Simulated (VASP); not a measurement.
# WSe2: single point with PBE

The system is WSe2.

```xyz
6
Lattice="-3.3207 0.0000 0.0000 -1.6603 -2.8758 0.0000 -3.7358 -2.1569 15.2573" Properties=species:S:1:pos:R:3 pbc="T T T"
W    -1.6603   -0.9586    3.8143
W    -3.3207   -1.9172   11.4430
Se   -1.6603   -0.9586    9.7650
Se   -3.3207   -1.9172    2.1363
Se   -1.6603   -0.9586   13.1210
Se   -3.3207   -1.9172    5.4923
```

* Program: VASP 6.6.1
* Task: single point
* Functional: PBE
* Potentials or basis: VASP PAW PBE potentials, release 64 (W_sv, Se)
* Cutoff: 520 eV
* k mesh: 9 × 9 × 2
* Occupations: gaussian, width 0.05 eV
* Spin: no spin polarisation

* Pressure: 0.3 GPa
* Largest force: 0.049 eV/Å
* Band gap on the k mesh: 1.53 eV

Forces on the atoms (eV/Å):
```
W   -0.001 -0.001  0.003
W    0.001  0.001 -0.003
Se   0.000  0.000 -0.049
Se  -0.001 -0.001 -0.038
Se   0.001  0.001  0.038
Se   0.000  0.000  0.049
```

Stress tensor (GPa, compression positive):
```
 0.23  0.00 -0.02
 0.00  0.23 -0.01
-0.02 -0.01  0.43
```

Levels at points of the mesh, in eV from the valence-band top:
```tsv
k point	band 23	band 24	band 25	band 26	band 27	band 28	band 29	band 30
(0.00, 0.00, 0.00)	-1.25	-1.25	-0.55	-0.09	2.88	2.88	2.88	2.89
(0.00, 0.00, 0.50)	-1.25	-1.25	-0.27	-0.26	2.88	2.88	2.89	2.89
```

Wall time 2.9 min on 1 thread of Intel(R) Xeon(R) 6975P-C (Granite Rapids), on a shared host, peak memory 0.39 GiB.

Caveat: spin-orbit coupling is left out, which moves the levels of the heavy elements; an odd mesh through Γ misses points on the zone boundary, where band edges can lie; this functional lacks dispersion, which binds the layers, so the pressure and a relaxed spacing across them are unreliable.
